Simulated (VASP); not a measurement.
# Ca (P6/mmm) in VASP: single point with PBEsol

Aim: the single point of Ca with PBEsol.

Everything below comes from runs of VASP 6.6.1. Logs are shortened: lines on timing, memory, paths and dates and some standing lists are left out, and cuts for length are marked.

### 1 The cell of the first run

It takes space group P6/mmm (No. 191, hexagonal). The conventional cell has a = 3.226 Å, b = 3.226 Å, c = 4.067 Å, α = 90.00°, β = 90.00°, γ = 120.00°. Within 4.2 Å of Ca (site symmetry 6/mmm) lie 8 Ca at 3.23 to 4.07 Å.

This isn't the form of Ca at room conditions, which is fcc.

### 2 Single point, PBEsol

INCAR reads:

```
SYSTEM = Ca
ALGO = Normal ; EDIFF = 1E-6
ENCUT = 500 ; GGA = PS
GGA_COMPAT = .False. ; ISIF = 2
ISMEAR = 1 ; LASPH = .True.
LCHARG = .False. ; LREAL = .False.
LWAVE = .False. ; NBANDS = 11
NELM = 120 ; PREC = Accurate
SIGMA = 0.1
```

KPOINTS reads:

```
k-points
0
Gamma
  10 10 7
  0 0 0
```

POSCAR reads:

```
Ca
1.0
    3.2264300000      0.0000000000      0.0000000000
   -1.6132150000      2.7941710000      0.0000000000
    0.0000000000      0.0000000000      4.0673920000
Ca
1
Direct
    0.0000000000      0.0000000000      0.0000000000
```

Potentials or basis: VASP PAW PBE potentials, release 64 (Ca_sv).

On the command line:

```sh
$ cat potpaw_PBE.64/Ca_sv/POTCAR > POTCAR
$ mpirun -np 1 vasp_std > vasp.out
```

OUTCAR:

```text
SYSTEM = Ca
   EDIFF = 1E-6
   ENCUT = 500
   GGA = PS
   ISIF = 2
   ISMEAR = 1
   LASPH = .True.
   LREAL = .False.
   NELM = 120
   PREC = Accurate

 ion  position               nearest neighbor table
   1  0.000  0.000  0.000-

  LATTYP: Found a hexagonal cell.
 ALAT       =     3.2264300000
 C/A-ratio  =     1.2606478368

  Lattice vectors:

 A1 = (   3.2264300000,   0.0000000000,   0.0000000000)
 A2 = (  -1.6132150000,   2.7941710000,   0.0000000000)
 A3 = (   0.0000000000,   0.0000000000,   4.0673920000)

Analysis of symmetry for initial positions (statically):
=====================================================================
 Subroutine PRICEL returns:
 Original cell was already a primitive cell.

 Routine SETGRP: Setting up the symmetry group for a
 hexagonal supercell.

 Subroutine GETGRP returns: Found 24 space group operations
 (whereof 24 operations were pure point group operations)
 out of a pool of 24 trial point group operations.

The static configuration has the point symmetry D_6h.

Analysis of symmetry for dynamics (positions and initial velocities):
=====================================================================
 Subroutine PRICEL returns:
 Original cell was already a primitive cell.

 Routine SETGRP: Setting up the symmetry group for a
 hexagonal supercell.

 Subroutine GETGRP returns: Found 24 space group operations
 (whereof 24 operations were pure point group operations)
 out of a pool of 24 trial point group operations.

The dynamic configuration has the point symmetry D_6h.

 Subroutine INISYM returns: Found 24 space group operations
 (whereof 24 operations are pure point group operations),
 and found     1 'primitive' translations

----------------------------------------------------------------------------------------

                                     Primitive cell

  volume of cell :      36.6683

  direct lattice vectors                    reciprocal lattice vectors
     3.226430000  0.000000000  0.000000000     0.309940089  0.178943952  0.000000000
    -1.613215000  2.794171000  0.000000000     0.000000000  0.357887903  0.000000000
     0.000000000  0.000000000  4.067392000     0.000000000  0.000000000  0.245857788

  length of vectors
     3.226430000  3.226430569  4.067392000     0.357887966  0.357887903  0.245857788

  position of ions in fractional coordinates (direct lattice)
     0.000000000  0.000000000  0.000000000

  ion indices of the primitive-cell ions
   primitive index   ion index
                 1           1

----------------------------------------------------------------------------------------

 KPOINTS: k-points

Automatic generation of k-mesh.
 Grid dimensions read from file:
 generate k-points for:   10   10    7

 Generating k-lattice:

  Cartesian coordinates                     Fractional coordinates (reciprocal lattice)
     0.030994009  0.017894395  0.000000000     0.100000000  0.000000000  0.000000000
     0.000000000  0.035788790  0.000000000     0.000000000  0.100000000  0.000000000
     0.000000000  0.000000000  0.035122541     0.000000000  0.000000000  0.142857143

  Length of vectors
     0.035788797  0.035788790  0.035122541

  Shift w.r.t. Gamma in fractional coordinates (k-lattice)
     0.000000000  0.000000000  0.000000000

 Subroutine IBZKPT returns following result:
 ===========================================

 Found     56 irreducible k-points:

 Following reciprocal coordinates:
            Coordinates               Weight
  0.000000  0.000000  0.000000      1.000000
  0.100000 -0.000000  0.000000      6.000000
  0.200000 -0.000000  0.000000      6.000000
  0.300000 -0.000000  0.000000      6.000000
  0.400000 -0.000000  0.000000      6.000000
  0.500000 -0.000000  0.000000      3.000000
[... 16 lines left out ...]
  0.300000  0.100000  0.142857     24.000000
  0.400000  0.100000  0.142857     24.000000
 [... further k-points ...]
   k-points           NKPTS =     56   k-points in BZ     NKDIM =     56   number of bands    NBANDS=     11
   number of dos      NEDOS =    301   number of ions     NIONS =      1
   total plane-waves  NPLWV =  17280
   dimension x,y,z NGX =    24 NGY =   24 NGZ =   30
   dimension x,y,z NGXF=    48 NGYF=   48 NGZF=   60
   ions per type =               1
   NGX,Y,Z   is equivalent  to a cutoff of  12.37, 12.37, 12.26 a.u.
   NGXF,Y,Z  is equivalent  to a cutoff of  24.73, 24.73, 24.52 a.u.
 SYSTEM =  Ca
   PREC   = accura    normal or accurate (medium, high low for compatibility)
   ISTART =      0    job   : 0-new  1-cont  2-samecut
   ICHARG =      2    charge: 1-file 2-atom 10-const
   ISPIN  =      1    spin polarized calculation?
   LNONCOLLINEAR =      F non collinear calculations
   LSORBIT =      F    spin-orbit coupling
   LASPH  =      T    aspherical Exc in radial PAW
   ENCUT  =  500.0 eV  36.75 Ry    6.06 a.u.   5.88  5.88  7.42*2*pi/ulx,y,z
   NELM   =    120;   NELMIN=  2; NELMDL= -5     # of ELM steps
   EDIFF  = 0.1E-05   stopping-criterion for ELM
   LREAL  =      F    real-space projection
   EDIFFG = 0.1E-04   stopping-criterion for IOM
   NSW    =      0    number of steps for IOM
   IBRION =     -1    ionic relax: 0-MD 1-quasi-New 2-CG
   NFREE  =      0    steps in history (QN), initial steepest desc. (CG)
   ISIF   =      2    stress and relaxation
   ISYM   =      2    0-nonsym 1-usesym 2-fastsym
   POTIM  = 0.5000    time-step for ionic-motion
   TEBEG  =    0.0;   TEEND  =   0.0 temperature during run
   PSTRESS=    0.0 pullay stress
   NELECT =      10.0000    total number of electrons
   NUPDOWN=      -1.0000    fix difference up-down
   EMIN   =  10.00;   EMAX   =-10.00  energy-range for DOS
   EFERMI =   0.00;   METHOD = LEGACY
   ISMEAR =     1;   SIGMA  =   0.10  broadening in eV -4-tet -1-fermi 0-gaus
   EFERMI_NEDOS =   21; number of points for ismear=-14 and -15
   IALGO  =     38    algorithm
   IMIX   =      4    mixing-type and parameters
     AMIX     =   0.40;   BMIX     =  1.00
     AMIX_MAG =   1.60;   BMIX_MAG =  1.00
  volume/ion in A,a.u.               =      36.67       247.45
  Fermi-wavevector in a.u.,A,eV,Ry     =   1.061641  2.006211 15.334881  1.127082
  Thomas-Fermi vector in A             =   2.197064
   LORBIT       =      0    0 simple, 1 ext, 2 COOP (PROOUT), +10 PAW based schemes
   GGA     = PS    functional components
   LHFCALC =     F    Hartree Fock is set to
   AEXX    =    0.0000 exact exchange contribution
   IVDW    =     0    specifies the selected vdW correction
   LEPSILON=     F    determine dielectric tensor
   LRPA    =     F    only Hartree local field effects (RPA)
 non-spin polarized calculation
 Methfessel and Paxton  Order N= 1 SIGMA  =   0.10
  energy-cutoff  :      500.00
  volume of cell :       36.67
 maximum number of plane-waves:       946
 NGX is ok and might be reduce to    24
   NGX = 11   NGY = 11   NGZ = 15

 number of electron      10.0000004 magnetization

 Free energy of the ion-electron system (eV)
  ---------------------------------------------------
  ext. energy  EPLUGINS =         0.00000000
  ---------------------------------------------------
  free energy    TOTEN  =        -1.38845664 eV

  energy without entropy =       -1.38927811  energy(sigma->0) =       -1.38873047

 E-fermi :   2.2831     XC(G=0):  -8.1726

 val. band max:        2.2728382630   @ k =   0.4000   0.2000   0.0000
 cond. band min:       2.3488168538   @ k =   0.3000   0.2000   0.4286
 fundamental gap:      0.0759785908
 Fermi energy:         2.2831460632

 k-point     1 :       0.0000    0.0000    0.0000
  band No.  band energies     occupation
      1     -39.1712      2.00000
      2     -20.2075      2.00000
      3     -19.9450      2.00000
      4     -19.9450      2.00000
      5      -1.7457      2.00000
      6       2.7832     -0.00000
      7       5.0465      0.00000
      8       5.0465      0.00000
      9       7.2279      0.00000
     10       7.2279      0.00000
     11       7.5830      0.00000

 k-point     2 :       0.1000   -0.0000    0.0000
  band No.  band energies     occupation
      1     -39.1613      2.00000
      2     -20.1978      2.00000
      3     -20.0134      2.00000
      4     -19.9598      2.00000
      5      -1.5012      2.00000
      6       2.9518     -0.00000
      7       4.7585      0.00000
      8       5.2562      0.00000
      9       6.2547      0.00000
     10       7.1690      0.00000
     11       8.7085      0.00000

 k-point     3 :       0.2000   -0.0000    0.0000
  band No.  band energies     occupation
      1     -39.1353      2.00000
      2     -20.1890      2.00000
      3     -20.1722      2.00000
      4     -19.9985      2.00000
      5      -0.8152      2.00000
      6       3.3532     -0.00000
      7       4.1892     -0.00000
      8       5.3270      0.00000
      9       5.8540      0.00000
     10       7.0192      0.00000
     11      10.0646      0.00000

 k-point     4 :       0.3000   -0.0000    0.0000
  band No.  band energies     occupation
      1     -39.1029      2.00000
      2     -20.3995      2.00000
      3     -20.1404      2.00000
      4     -20.0458      2.00000
      5       0.1701      2.00000
      6       3.2718     -0.00000
      7       4.2549     -0.00000
      8       4.6353      0.00000
      9       6.7334      0.00000
     10       6.8424      0.00000
     11      11.0670      0.00000
[... 239 lines left out ...]
 k-point    22 :       0.2000    0.1000    0.1429
  band No.  band energies     occupation
      1     -39.1136      2.00000
      2     -20.3098      2.00000
      3     -20.1611      2.00000
      4     -20.0467      2.00000
      5      -0.0086      2.00000
      6       3.4151     -0.00000
      7       3.8846     -0.00000
      8       4.9851      0.00000
      9       6.4731      0.00000
     10       6.6857      0.00000
     11       9.9817      0.00000

 k-point    23 :       0.3000    0.1000    0.1429
  band No.  band energies     occupation
      1     -39.0842      2.00000
      2     -20.4845      2.00000
      3     -20.1315      2.00000
      4     -20.1021      2.00000
      5       1.0014      2.00000
      6       3.0661     -0.00000
      7       4.2285     -0.00000
      8       4.6406      0.00000
      9       6.4146      0.00000
     10       7.3948      0.00000
     11      10.3536      0.00000

 k-point    24 :       0.4000    0.1000    0.1429
  band No.  band energies     occupation
      1     -39.0659      2.00000
      2     -20.5901      2.00000
      3     -20.1361      2.00000
      4     -20.1131      2.00000
      5       1.7432      2.00000
      6       2.9380     -0.00000
      7       4.3318      0.00000
      8       4.5227      0.00000
      9       6.2577      0.00000
     10       8.0605      0.00000
     11       9.5661      0.00000

 [... further k-points ...]
[... 5 lines left out ...]
  --------------------------------------------------------------------------------------
  -------------------------------------------------------------------------------------
  Total        2.7507363      2.7507376     -1.4440081      0.0000000     -0.0000000      0.0000000
  in kB      120.1899851    120.1900416    -63.0941293      0.0000000     -0.0000000      0.0000000
  external PRESSURE =      59.0952991 kB  Pullay stress =       0.0000000 kB

 VOLUME and BASIS-vectors are now :
 -----------------------------------------------------------------------------
  energy-cutoff  :      500.00
  volume of cell :       36.67
      direct lattice vectors                 reciprocal lattice vectors
     3.226430000  0.000000000  0.000000000     0.309940089  0.178943952  0.000000000
    -1.613215000  2.794171000  0.000000000     0.000000000  0.357887903  0.000000000
     0.000000000  0.000000000  4.067392000     0.000000000  0.000000000  0.245857788

 POSITION                                       TOTAL-FORCE (eV/Angst)
 -----------------------------------------------------------------------------------
      0.00000      0.00000      0.00000         0.000000      0.000000      0.000000
 -----------------------------------------------------------------------------------
    total drift:                                0.000000      0.000000     -0.000000

  FREE ENERGIE OF THE ION-ELECTRON SYSTEM (eV)
  ---------------------------------------------------
  free  energy   TOTEN  =        -1.3884566445 eV

  energy  without entropy=       -1.3892781112  energy(sigma->0) =       -1.38873047
```

Wall time 15 s (1 thread of AMD EPYC 7R43 (Zen 3), shared host); peak memory 0.12 GiB.

What came out:

```
Free energy            : -1.3885 eV
Pressure               : 5.9 GPa
Band gap on the k mesh : zero (bands 5 and 6 overlap by 1.58 eV)
```

Caveat: the cell stands under pressure; the PAW data sets were made with another functional, which shifts forces and pressure a little.
